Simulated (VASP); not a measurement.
A run of VASP 6.6.1 is set up as follows.

File POSCAR:

```
Cs9Sn8I23
1.0
   12.3144620000      0.0000000000      0.0000000000
    0.0000000000     12.3144620000      0.0000000000
    0.0000000000      0.0000000000     12.3144620000
Cs Sn I
9 8 23
Direct
    0.9946600000      0.9267330000      0.0003530000
    0.0079090000      0.0883440000      0.4995210000
    0.9560510000      0.4592770000      0.0077810000
    0.0152280000      0.5128040000      0.5141110000
    0.4455920000      0.0219930000      0.9976620000
    0.6464270000      0.0007310000      0.4958740000
    0.4745890000      0.4952470000      0.9908590000
    0.5330750000      0.5444270000      0.4954090000
    0.3417570000      0.0277040000      0.4988700000
    0.2452320000      0.2585950000      0.2677190000
    0.2445260000      0.2614310000      0.7350160000
    0.2416060000      0.7536220000      0.2534970000
    0.2391940000      0.7543840000      0.7437140000
    0.7394390000      0.2562680000      0.2515580000
    0.7366570000      0.2525210000      0.7519830000
    0.7461520000      0.7598610000      0.2471300000
    0.7467620000      0.7587270000      0.7556380000
    0.2524750000      0.2731060000      0.0001240000
    0.2744520000      0.7473840000      0.9995800000
    0.1669670000      0.7834500000      0.5000060000
    0.7065690000      0.2452970000      0.0005640000
    0.7462580000      0.2942770000      0.5028940000
    0.6958010000      0.8012260000      0.0008580000
    0.7871040000      0.7362100000      0.5046920000
    0.9957370000      0.3021330000      0.2734840000
    0.9951320000      0.2940110000      0.7440650000
    0.9904780000      0.6939220000      0.2212070000
    0.9954220000      0.6871500000      0.8001290000
    0.4978960000      0.1851640000      0.2801920000
    0.4966960000      0.1816930000      0.7176100000
    0.4901550000      0.8019150000      0.3101070000
    0.4922660000      0.7984250000      0.7014940000
    0.2006060000      0.0054760000      0.2278440000
    0.2018180000      0.0063570000      0.7715730000
    0.3026560000      0.5082390000      0.2731790000
    0.2959940000      0.5094340000      0.7010330000
    0.8206670000      0.0080960000      0.2493500000
    0.8255100000      0.0026070000      0.7372500000
    0.7054220000      0.5087150000      0.2180700000
    0.7108060000      0.5060190000      0.7701250000
```

INCAR.step1

```
SYSTEM = Cs9Sn8I23
ALGO = Normal ; EDIFF = 1E-5
ENCUT = 440 ; GGA = PE
GGA_COMPAT = .False. ; ISMEAR = -1
ISYM = -1 ; LASPH = .True.
LCHARG = .False. ; LREAL = Auto
LWAVE = .True. ; NBANDS = 203
NELECT = 356.0 ; NELM = 120
PREC = Accurate ; SIGMA = 0.05
```

The input INCAR.step2:

```
SYSTEM = Cs9Sn8I23
ALGO = Normal ; EDIFF = 1E-6
ENCUT = 440 ; GGA_COMPAT = .False.
ISIF = 2 ; ISMEAR = -1
ISTART = 1 ; ISYM = -1
LASPH = .True. ; LCHARG = .False.
LMIXTAU = .True. ; LREAL = Auto
LWAVE = .False. ; METAGGA = R2SCAN
NBANDS = 203 ; NELECT = 356.0
NELM = 120 ; PREC = Accurate
SIGMA = 0.05
```

File KPOINTS:

```
explicit points
1
Reciprocal
  0.25000000   0.25000000   0.25000000 1
```

Potentials or basis: VASP PAW PBE potentials, release 64 (Cs_sv, Sn_d, I).

Command:

```bash
$ cat potpaw_PBE.64/Cs_sv/POTCAR potpaw_PBE.64/Sn_d/POTCAR potpaw_PBE.64/I/POTCAR > POTCAR
$ cp INCAR.step1 INCAR
$ mpirun -np 1 vasp_std > vasp.out
$ cp INCAR.step2 INCAR
$ mpirun -np 1 vasp_std > vasp.out
```

(1) Estimate the largest force.

## Answers

(1) 0.119 eV/Å.

Caveat: the cell carries a net charge on a neutralising background, which shifts energy and pressure; the PAW data sets were made with another functional, which shifts forces and pressure a little.
